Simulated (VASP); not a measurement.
# Ga (Cmcm) in VASP: further runs, part 2 of 2

VASP 6.6.1. Earlier steps stand in the parts before.

**4. Electric field gradients, LDA (18.87 Å³/atom)**

This run uses another cell than the first one, of 18.87 Å³/atom.

INCAR reads:

```
SYSTEM = Ga
  PREC = Accurate
  ENCUT = 520
  EDIFF = 1E-8
  ISMEAR = -1
  SIGMA = 0.08
  LREAL = .FALSE.
  LASPH = .TRUE.
  NELM = 100
  ALGO = Normal
  ISIF = 2
  LWAVE = .FALSE.
  LCHARG = .FALSE.
  LEFG = .TRUE.
  NBANDS = 20
```

KPOINTS reads:

```
regular mesh
0
G
  12 12 10
  0 0 0
```

POSCAR reads:

```
Ga
1.0
    1.4548173111     -4.0785050826      0.0000000000
    1.4548173111      4.0785050826      0.0000000000
    0.0000000000      0.0000000000      3.1805316388
Ga
2
Direct
    0.8670000000      0.1330000000      0.2500000000
    0.1330000000      0.8670000000      0.7500000000
```

Potentials or basis: VASP PAW LDA potentials, release 64 (Ga_d).

The run is started by

```sh
$ cat potpaw_LDA.64/Ga_d/POTCAR > POTCAR
$ mpirun -np 1 vasp_std > vasp.out
```

OUTCAR:

```text
SYSTEM = Ga
   PREC = Accurate
   ENCUT = 520
   EDIFF = 1E-8
   ISMEAR = -1
   LREAL = .FALSE.
   LASPH = .TRUE.
   NELM = 100
   ISIF = 2

 ion  position               nearest neighbor table
   1  0.867  0.133  0.250-   2 2.69   2 2.69   2 2.88   2 2.88   2 2.88   2 2.88
   2  0.133  0.867  0.750-   1 2.69   1 2.69   1 2.88   1 2.88   1 2.88   1 2.88

  LATTYP: Found a base centered orthorhombic cell.
 ALAT       =     2.9096346222
 B/A-ratio  =     2.8034482759
 C/A-ratio  =     1.0931034483

  Lattice vectors:

 A1 = (   1.4548173111,  -4.0785050826,   0.0000000000)
 A2 = (   1.4548173111,   4.0785050826,   0.0000000000)
 A3 = (   0.0000000000,   0.0000000000,   3.1805316388)

Analysis of symmetry for initial positions (statically):
=====================================================================
 Subroutine PRICEL returns:
 Original cell was already a primitive cell.

 Routine SETGRP: Setting up the symmetry group for a
 base centered orthorhombic supercell.

 Subroutine GETGRP returns: Found  8 space group operations
 (whereof  4 operations were pure point group operations)
 out of a pool of  8 trial point group operations.

The static configuration has the point symmetry C_2h.
 The point group associated with its full space group is D_2h.

Analysis of symmetry for dynamics (positions and initial velocities):
=====================================================================
 Subroutine PRICEL returns:
 Original cell was already a primitive cell.

 Routine SETGRP: Setting up the symmetry group for a
 base centered orthorhombic supercell.

 Subroutine GETGRP returns: Found  8 space group operations
 (whereof  4 operations were pure point group operations)
 out of a pool of  8 trial point group operations.

The dynamic configuration has the point symmetry C_2h.
 The point group associated with its full space group is D_2h.

 Subroutine INISYM returns: Found  8 space group operations
 (whereof  4 operations are pure point group operations),
 and found     1 'primitive' translations

----------------------------------------------------------------------------------------

                                     Primitive cell

  volume of cell :      37.7432

  direct lattice vectors                    reciprocal lattice vectors
     1.454817311 -4.078505083  0.000000000     0.343685765 -0.122593938  0.000000000
     1.454817311  4.078505083  0.000000000     0.343685765  0.122593938  0.000000000
     0.000000000  0.000000000  3.180531639     0.000000000  0.000000000  0.314412845

  length of vectors
     4.330207514  4.330207514  3.180531639     0.364896120  0.364896120  0.314412845

  position of ions in fractional coordinates (direct lattice)
     0.867000000  0.133000000  0.250000000
     0.133000000  0.867000000  0.750000000

  ion indices of the primitive-cell ions
   primitive index   ion index
                 1           1
                 2           2

----------------------------------------------------------------------------------------

 KPOINTS: regular mesh
[... 74 lines left out ...]
   ISIF   =      2    stress and relaxation
   ISYM   =      2    0-nonsym 1-usesym 2-fastsym
   POTIM  = 0.5000    time-step for ionic-motion
   TEBEG  =    0.0;   TEEND  =   0.0 temperature during run
   PSTRESS=    0.0 pullay stress
   NELECT =      26.0000    total number of electrons
   NUPDOWN=      -1.0000    fix difference up-down
   EMIN   =  10.00;   EMAX   =-10.00  energy-range for DOS
   EFERMI =   0.00;   METHOD = LEGACY
   ISMEAR =    -1;   SIGMA  =   0.08  broadening in eV -4-tet -1-fermi 0-gaus
   EFERMI_NEDOS =   21; number of points for ismear=-14 and -15
   IALGO  =     38    algorithm
   IMIX   =      4    mixing-type and parameters
     AMIX     =   0.40;   BMIX     =  1.00
     AMIX_MAG =   1.60;   BMIX_MAG =  1.00
  volume/ion in A,a.u.               =      18.87       127.35
  Fermi-wavevector in a.u.,A,eV,Ry     =   1.445838  2.732237 28.442254  2.090447
  Thomas-Fermi vector in A             =   2.563974
   LORBIT       =      0    0 simple, 1 ext, 2 COOP (PROOUT), +10 PAW based schemes
   GGA     = CA    functional components
   LHFCALC =     F    Hartree Fock is set to
   AEXX    =    0.0000 exact exchange contribution
   IVDW    =     0    specifies the selected vdW correction
   LEPSILON=     F    determine dielectric tensor
   LRPA    =     F    only Hartree local field effects (RPA)
 non-spin polarized calculation
  energy-cutoff  :      520.00
  volume of cell :       37.74
 maximum number of plane-waves:      1036
   NGX = 17   NGY = 17   NGZ = 11

 number of electron      26.0000008 magnetization

 Free energy of the ion-electron system (eV)
  ---------------------------------------------------
  ext. energy  EPLUGINS =         0.00000000
  ---------------------------------------------------
  free energy    TOTEN  =        -7.09973417 eV

  energy without entropy =       -7.08241490  energy(sigma->0) =       -7.09107453

 E-fermi :   5.3020     XC(G=0): -11.2807

 val. band max:        5.2651797359   @ k =   0.3333   0.0833   0.5000
 cond. band min:       5.3150349808   @ k =   0.1667   0.0000   0.0000
 fundamental gap:      0.0498552449
 Fermi energy:         5.3020138169

 k-point     1 :       0.0000    0.0000    0.0000
  band No.  band energies     occupation
      1      -9.9577      2.00000
      2      -9.9369      2.00000
      3      -9.8685      2.00000
      4      -9.8522      2.00000
      5      -9.6683      2.00000
      6      -9.6534      2.00000
[... 541 lines left out ...]
     19      15.8620      0.00000
     20      17.8846      0.00000

 [... further k-points ...]

------------------------ aborting loop because EDIFF is reached ----------------------------------------

  FORCE on cell =-STRESS in cart. coord.  units (eV):
  Direction    XX          YY          ZZ          XY          YZ          ZX
  --------------------------------------------------------------------------------------
  -------------------------------------------------------------------------------------
  Total       -1.4494935     -0.7962172     -0.7064095      0.0000000      0.0000000      0.0000000
  in kB      -61.5301060    -33.7989292    -29.9866501      0.0000000      0.0000000      0.0000000
  external PRESSURE =     -41.7718951 kB  Pullay stress =       0.0000000 kB

 VOLUME and BASIS-vectors are now :
 -----------------------------------------------------------------------------
  energy-cutoff  :      520.00
  volume of cell :       37.74
      direct lattice vectors                 reciprocal lattice vectors
     1.454817311 -4.078505083  0.000000000     0.343685765 -0.122593938  0.000000000
     1.454817311  4.078505083  0.000000000     0.343685765  0.122593938  0.000000000
     0.000000000  0.000000000  3.180531639     0.000000000  0.000000000  0.314412845

 POSITION                                       TOTAL-FORCE (eV/Angst)
 -----------------------------------------------------------------------------------
      1.45482     -2.99362      0.79513         0.000000      0.175188     -0.000000
      1.45482      2.99362      2.38540         0.000000     -0.175188      0.000000
 -----------------------------------------------------------------------------------
    total drift:                                0.000000      0.000000     -0.000000

  FREE ENERGIE OF THE ION-ELECTRON SYSTEM (eV)
  ---------------------------------------------------
  free  energy   TOTEN  =        -7.0997341683 eV

  energy  without entropy=       -7.0824148999  energy(sigma->0) =       -7.09107453

 Electric field gradients (V/A^2)
---------------------------------------------------------------------
 ion       V_xx      V_yy      V_zz      V_xy      V_xz      V_yz
---------------------------------------------------------------------
   1      10.597   -27.322    16.725    -0.000     0.000    -0.000
   2      10.597   -27.322    16.725     0.000     0.000     0.000
---------------------------------------------------------------------

 Electric field gradients after diagonalization (V/A^2)
 (convention: |V_zz| > |V_xx| > |V_yy|)
----------------------------------------------------------------------
 ion       V_xx      V_yy      V_zz     asymmetry (V_yy - V_xx)/ V_zz
----------------------------------------------------------------------
   1      16.725    10.597   -27.322       0.224
   2      16.725    10.597   -27.322       0.224
----------------------------------------------------------------------

           NMR quadrupolar parameters

 Cq : quadrupolar parameter    Cq=e*Q*V_zz/h
 eta: asymmetry parameters     (V_yy - V_xx)/ V_zz
 Q  : nuclear electric quadrupole moment in mb (millibarn)
----------------------------------------------------------------------
 ion       Cq(MHz)       eta       Q (mb)
----------------------------------------------------------------------
   1      -0.066       0.224       1.000
   2      -0.066       0.224       1.000
----------------------------------------------------------------------
```

OSZICAR:

```text
N       E                     dE             d eps       ncg     rms          rms(c)
DAV:   1     0.131686106045E+03    0.13169E+03   -0.13225E+04 10880   0.245E+03
DAV:   2     0.467961317808E+01   -0.12701E+03   -0.12385E+03 10628   0.385E+02
DAV:   3    -0.698914772163E+01   -0.11669E+02   -0.11597E+02 11644   0.954E+01
DAV:   4    -0.717166412654E+01   -0.18252E+00   -0.18241E+00 11764   0.132E+01
DAV:   5    -0.717469315784E+01   -0.30290E-02   -0.30289E-02 11744   0.168E+00    0.138E+00
DAV:   6    -0.711525829171E+01    0.59435E-01   -0.10076E-01 14100   0.514E+00    0.683E-01
DAV:   7    -0.710126011690E+01    0.13998E-01   -0.17488E-02 14744   0.172E+00    0.188E-01
DAV:   8    -0.709972779349E+01    0.15323E-02   -0.24032E-03 11504   0.672E-01    0.166E-02
DAV:   9    -0.709973464059E+01   -0.68471E-05   -0.84745E-05 11988   0.975E-02    0.577E-03
DAV:  10    -0.709973418646E+01    0.45412E-06   -0.58304E-06 12056   0.304E-02    0.128E-03
DAV:  11    -0.709973417387E+01    0.12597E-07   -0.41352E-07 12240   0.771E-03    0.476E-04
DAV:  12    -0.709973416830E+01    0.55697E-08   -0.51198E-08 11880   0.297E-03
   1 F= -.70997342E+01 E0= -.70910745E+01  d E =-.173193E-01
```

Wall time 66 s (1 thread of AMD EPYC 9R45 (Zen 5), shared host); peak memory 0.23 GiB.

Results:

| Property | Result |
| --- | --- |
| Free energy | -7.0997 eV |
| Pressure | -4.2 GPa |
| Largest force | 0.175 eV/Å |
| Band gap on the k mesh | zero (bands 13 and 14 overlap by 9.21 eV) |
| Largest electric field gradient by atom | Ga -27.3 V/Å² |

Forces in eV/Å, atoms in the order of the input:
```
Ga   0.000  0.175  0.000
Ga   0.000 -0.175  0.000
```

Electric field gradients, principal values (V/Å²):
| atom | least | middle | greatest (by size) |
| --- | --- | --- | --- |
| 1 Ga | 10.597 | 16.725 | -27.322 |
| 2 Ga | 10.597 | 16.725 | -27.322 |

Caveat: the cell stands under tension; without QUAD_EFG the Cq values of the log hold for a quadrupole moment of 1 mb, not for the nuclei.

**5. Electric field gradients, LDA (17.94 Å³/atom)**

This run uses another cell than the first one, of 17.94 Å³/atom.

INCAR reads:

```
SYSTEM = Ga
ALGO     = Normal         ! electronic algorithm
EDIFF    = 1E-8           ! SCF threshold, eV
ENCUT    = 520            ! plane-wave cutoff, eV
GGA      = CA             ! functional
ISIF     = 2              ! what is computed and relaxed
ISMEAR   = -1             ! smearing method
LASPH    = .True.         ! aspherical terms in the spheres
LCHARG   = .False.        ! write CHGCAR
LEFG     = .True.       
LREAL    = .False.        ! projectors in reciprocal space
LWAVE    = .False.        ! write WAVECAR
NBANDS   = 20             ! bands
NELM     = 60             ! most SCF steps
PREC     = Accurate       ! precision mode
SIGMA    = 0.08           ! smearing width, eV
```

KPOINTS reads:

```
k-points
0
Gamma
  12 12 10
  0 0 0
```

POSCAR reads:

```
Ga
1.0
    1.4304030031     -4.0100608329      0.0000000000
    1.4304030031      4.0100608329      0.0000000000
    0.0000000000      0.0000000000      3.1271569102
Ga
2
Direct
    0.8670000000      0.1330000000      0.2500000000
    0.1330000000      0.8670000000      0.7500000000
```

Potentials or basis: VASP PAW LDA potentials, release 64 (Ga_d).

The run is started by

```sh
$ cat potpaw_LDA.64/Ga_d/POTCAR > POTCAR
$ mpirun -np 1 vasp_std > vasp.out
```

OUTCAR:

```text
SYSTEM = Ga
   EDIFF = 1E-8
   ENCUT = 520
   GGA = CA
   ISIF = 2
   ISMEAR = -1
   LASPH = .True.
   LREAL = .False.
   NELM = 60
   PREC = Accurate

 ion  position               nearest neighbor table
   1  0.867  0.133  0.250-   2 2.64   2 2.64   2 2.83   2 2.83   2 2.83   2 2.83
   2  0.133  0.867  0.750-   1 2.64   1 2.64   1 2.83   1 2.83   1 2.83   1 2.83

  LATTYP: Found a base centered orthorhombic cell.
 ALAT       =     2.8608060062
 B/A-ratio  =     2.8034482759
 C/A-ratio  =     1.0931034483

  Lattice vectors:

 A1 = (   1.4304030031,  -4.0100608329,   0.0000000000)
 A2 = (   1.4304030031,   4.0100608329,   0.0000000000)
 A3 = (   0.0000000000,   0.0000000000,   3.1271569102)

Analysis of symmetry for initial positions (statically):
=====================================================================
 Subroutine PRICEL returns:
 Original cell was already a primitive cell.

 Routine SETGRP: Setting up the symmetry group for a
 base centered orthorhombic supercell.

 Subroutine GETGRP returns: Found  8 space group operations
 (whereof  4 operations were pure point group operations)
 out of a pool of  8 trial point group operations.

The static configuration has the point symmetry C_2h.
 The point group associated with its full space group is D_2h.

Analysis of symmetry for dynamics (positions and initial velocities):
=====================================================================
 Subroutine PRICEL returns:
 Original cell was already a primitive cell.

 Routine SETGRP: Setting up the symmetry group for a
 base centered orthorhombic supercell.

 Subroutine GETGRP returns: Found  8 space group operations
 (whereof  4 operations were pure point group operations)
[... 160 lines left out ...]
      2      -9.5300      2.00000
      3      -9.4530      2.00000
      4      -9.4407      2.00000
      5      -9.2275      2.00000
      6      -9.2085      2.00000
[... 541 lines left out ...]
     19      16.8271      0.00000
     20      18.7924      0.00000

 [... further k-points ...]

------------------------ aborting loop because EDIFF is reached ----------------------------------------

  FORCE on cell =-STRESS in cart. coord.  units (eV):
  Direction    XX          YY          ZZ          XY          YZ          ZX
  --------------------------------------------------------------------------------------
  -------------------------------------------------------------------------------------
  Total       -0.9243060     -0.1925156     -0.0443565      0.0000000     -0.0000000      0.0000000
  in kB      -41.2797751     -8.5978019     -1.9809745      0.0000000     -0.0000000      0.0000000
  external PRESSURE =     -17.2861838 kB  Pullay stress =       0.0000000 kB

 VOLUME and BASIS-vectors are now :
 -----------------------------------------------------------------------------
  energy-cutoff  :      520.00
  volume of cell :       35.87
      direct lattice vectors                 reciprocal lattice vectors
     1.430403003 -4.010060833  0.000000000     0.349551839 -0.124686388  0.000000000
     1.430403003  4.010060833  0.000000000     0.349551839  0.124686388  0.000000000
     0.000000000  0.000000000  3.127156910     0.000000000  0.000000000  0.319779285

 POSITION                                       TOTAL-FORCE (eV/Angst)
 -----------------------------------------------------------------------------------
      1.43040     -2.94338      0.78179         0.000000      0.202942     -0.000000
      1.43040      2.94338      2.34537         0.000000     -0.202942      0.000000
 -----------------------------------------------------------------------------------
    total drift:                                0.000000      0.000000     -0.000000

  FREE ENERGIE OF THE ION-ELECTRON SYSTEM (eV)
  ---------------------------------------------------
  free  energy   TOTEN  =        -7.1346856612 eV

  energy  without entropy=       -7.1182258795  energy(sigma->0) =       -7.12645577

 Electric field gradients (V/A^2)
---------------------------------------------------------------------
 ion       V_xx      V_yy      V_zz      V_xy      V_xz      V_yz
---------------------------------------------------------------------
   1      10.618   -28.546    17.927    -0.000     0.000    -0.000
   2      10.618   -28.546    17.927     0.000     0.000     0.000
---------------------------------------------------------------------

 Electric field gradients after diagonalization (V/A^2)
 (convention: |V_zz| > |V_xx| > |V_yy|)
----------------------------------------------------------------------
 ion       V_xx      V_yy      V_zz     asymmetry (V_yy - V_xx)/ V_zz
----------------------------------------------------------------------
   1      17.927    10.618   -28.546       0.256
   2      17.927    10.618   -28.546       0.256
----------------------------------------------------------------------

           NMR quadrupolar parameters

 Cq : quadrupolar parameter    Cq=e*Q*V_zz/h
 eta: asymmetry parameters     (V_yy - V_xx)/ V_zz
 Q  : nuclear electric quadrupole moment in mb (millibarn)
----------------------------------------------------------------------
 ion       Cq(MHz)       eta       Q (mb)
----------------------------------------------------------------------
   1      -0.069       0.256       1.000
   2      -0.069       0.256       1.000
----------------------------------------------------------------------
```

stdout:

```text
POSCAR found type information on POSCAR Ga
 POSCAR found :  1 types and       2 ions
 scaLAPACK will be used
 LDA part: xc-table for (Slater(with rela. corr.)+CA(PZ))
 , standard interpolation
 POSCAR, INCAR and KPOINTS ok, starting setup
 FFT: planning ... GRIDC
 FFT: planning ... GRID_SOFT
 FFT: planning ... GRID
 WAVECAR not read
 entering main loop
ion   1

ion   2
```

Wall time 93 s (1 thread of AMD EPYC 9R45 (Zen 5), shared host); peak memory 0.23 GiB.

What came out:

- Free energy: -7.1347 eV
- Pressure: -1.7 GPa
- Largest force: 0.203 eV/Å
- Band gap on the k mesh: zero (bands 13 and 14 overlap by 9.63 eV)
- Largest electric field gradient by atom: Ga -28.5 V/Å²

Forces on the atoms (eV/Å):
```
Ga   0.000  0.203  0.000
Ga   0.000 -0.203  0.000
```

Stress tensor (GPa, compression positive):
```
-4.13  0.00  0.00
 0.00 -0.86  0.00
 0.00  0.00 -0.20
```

Levels at points of the mesh, in eV from the Fermi level:
| k point | band 9 | band 10 | band 11 | band 12 | band 13 | band 14 | band 15 | band 16 | band 17 | band 18 |
| --- | --- | --- | --- | --- | --- | --- | --- | --- | --- | --- |
| (0.00, 0.00, 0.00) | -14.97 | -14.80 | -11.59 | -2.40 | -1.57 | 2.89 | 6.77 | 7.97 | 8.93 | 10.75 |
| (0.50, 0.00, 0.00) | -14.87 | -14.86 | -6.88 | -5.61 | -1.88 | -0.44 | 6.63 | 6.84 | 9.18 | 9.52 |
| (0.50, 0.50, 0.00) | -14.92 | -14.87 | -9.50 | -8.85 | 5.20 | 5.87 | 5.96 | 7.30 | 7.40 | 9.68 |
| (0.00, 0.00, 0.50) | -14.89 | -14.89 | -7.64 | -7.64 | 1.86 | 1.86 | 2.55 | 2.55 | 10.56 | 10.56 |
| (0.50, 0.00, 0.50) | -14.85 | -14.85 | -3.14 | -3.14 | -1.67 | -1.67 | 1.85 | 1.85 | 4.34 | 4.34 |
| (0.50, 0.50, 0.50) | -14.94 | -14.94 | -5.72 | -5.72 | -4.43 | -4.43 | 9.79 | 9.79 | 11.67 | 11.67 |

Electric field gradients, principal values (V/Å²):
```tsv
atom	least	middle	greatest (by size)
1 Ga	10.618	17.927	-28.546
2 Ga	10.618	17.927	-28.546
```

Caveat: without QUAD_EFG the Cq values of the log hold for a quadrupole moment of 1 mb, not for the nuclei.

**6. Overview**

| cell | gap on the mesh (eV) | pressure (GPa) | largest force (eV/Å) |
| --- | --- | --- | --- |
| a = 4.287, b = 4.287, c = 3.149 Å, angles 90.0, 90.0, 140.7°, 2 atoms | none | -2.8 | 0.19 |
| a = 4.330, b = 4.330, c = 3.181 Å, angles 90.0, 90.0, 140.7°, 2 atoms | none | -4.2 | 0.18 |
| a = 4.258, b = 4.258, c = 3.127 Å, angles 90.0, 90.0, 140.7°, 2 atoms | none | -1.7 | 0.20 |

Alike in all rows: task electric field gradients; level LDA; potentials or basis VASP PAW LDA potentials, release 64 (Ga_d); no spin polarisation; k mesh 12 × 12 × 10; cutoff (eV) 520; smearing fermi-dirac 0.08 eV.

Caveats: the cell stands under tension (at least some runs).

Absolute energies hang on the potentials; compare differences alone.

The gap in the log of VASP goes by the Fermi energy; the results here count the filled bands.